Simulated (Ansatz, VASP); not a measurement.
## Cu in VASP and in Ansatz

```
CELL_PARAMETERS angstrom
0.00000 1.75898 1.75898
1.75898 0.00000 1.75898
1.75898 1.75898 0.00000
ATOMIC_POSITIONS crystal
Cu 0.00000 0.00000 0.00000
```

Alike in both runs: task single point; functional LDA; k mesh 39 × 39 × 39; no spin polarisation.

```csv
,VASP,Ansatz
version,VASP 6.6.1,Ansatz 0.2.0
potentials or method,"VASP PAW LDA potentials, release 64 (Cu)","plane-wave PAW, scalar-relativistic"
plane-wave cutoff (eV),520,420
occupations,"methfessel-paxton of order 1, width 0.1 eV","cold, width 0.1 eV"
valence electrons in the cell,11,19
```

Ansatz gave:

* pressure (GPa): 0.0

Question: What did VASP give for the same quantities?

Answer: Pressure (GPa): 0.9.

Ansatz warns that its potentials were made for another functional, while VASP's fit it. LDA's correlation is that of Perdew and Zunger in VASP and of Perdew and Wang (1992) in Ansatz. VASP's potentials hold 11 valence electrons a cell and Ansatz's 19, so a difference there can come from the potentials and not from the codes.
